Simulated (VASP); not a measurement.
Set up this calculation in VASP 6.6.1, as the native input.

* Task: single point
* Functional: PBE
* Potentials or basis: VASP PAW PBE potentials, release 64 (Re)
* Cutoff: 520 eV
* k mesh: 18 × 18 × 10
* Occupations: gaussian, width 0.1 eV
* Spin: no spin polarisation
* Dipole correction: no
* Further INCAR settings: ALGO = Normal; EDIFF = 1e-06; NBANDS = 14

The structure of Re lies in POSCAR:

```
Re
1.0
    2.6890101679      0.0000000000      0.0000000000
   -1.3445050840      2.3287511165      0.0000000000
    0.0000000000      0.0000000000      4.3453536578
Re
2
Direct
    0.3333333333      0.6666666667      0.2500000000
    0.6666666667      0.3333333333      0.7500000000
```

These files were run (other wordings do the same):

INCAR

```
SYSTEM = Re
ALGO = Normal ; EDIFF = 1E-6
ENCUT = 520 ; GGA = PE
ISIF = 2 ; ISMEAR = 0
LASPH = .True. ; LCHARG = .False.
LREAL = .False. ; LWAVE = .False.
NBANDS = 14 ; NELM = 100
PREC = Accurate ; SIGMA = 0.1
```

KPOINTS

```
k-points
0
Gamma
  18 18 10
  0 0 0
```

Potentials or basis: VASP PAW PBE potentials, release 64 (Re).

Launch:

```sh
$ cat potpaw_PBE.64/Re/POTCAR > POTCAR
$ mpirun -np 1 vasp_std > vasp.out
```

It gave:

The pressure is 42.6 GPa and the band gap on the k mesh is zero (bands 7 and 8 overlap by 3.67 eV).

Caveat: the cell stands under pressure; spin-orbit coupling is left out, which moves the levels of the heavy elements.

It took 100 s on 1 thread of Intel Xeon 8259CL, with other jobs on the host, peak memory 0.2 GiB.
